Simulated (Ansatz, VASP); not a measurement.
Sr4O3 in VASP and in Ansatz

```
Sr O
1.0
     5.72433   -0.00070   -0.00161
    -0.00083    5.71668   -0.00056
    -0.00211   -0.00064    5.70015
Sr O
4 3
Direct
  0.76066 0.76073 0.76075
  0.23930 0.23931 0.76084
  0.23934 0.76077 0.23926
  0.76073 0.23934 0.23923
  0.99999 0.99994 0.49998
  0.50002 0.99991 0.99997
  0.99997 0.50000 0.99997
```

Change from the starting cell: cell x1, atoms moved at random (sigma 0.15 Å) and cell strained at random (1.5 %), then relaxed without symmetry.

Alike in both runs: functional PBE; k mesh 2 × 2 × 2; occupations gaussian, width 0.1 eV; no spin polarisation.

Ansatz relaxed the structure, and its values are those at the end. VASP's run is a single point on that final structure, the one shown.

```csv
,VASP,Ansatz
version,VASP 6.6.1,Ansatz 0.2.0
potentials or method,"VASP PAW PBE potentials, release 64 (Sr_sv, O), cutoff 520 eV","scalar-relativistic, plane waves, PAW"
valence electrons in the cell,58,58
```

VASP gave:

```
gap on the k mesh at the Fermi level (eV) : 0.39
least direct gap on the mesh (eV)         : 0.72
pressure (GPa)                            : 0.3
rms of the force components (eV/Å)        : 0.019
```

Estimate Ansatz's values.

gap on the k mesh at the Fermi level (eV): 0.38; least direct gap on the mesh (eV): 0.71; pressure (GPa): 0.0; rms of the force components (eV/Å): 0.000.

The k mesh is coarse, so the values compare programs but aren't converged.
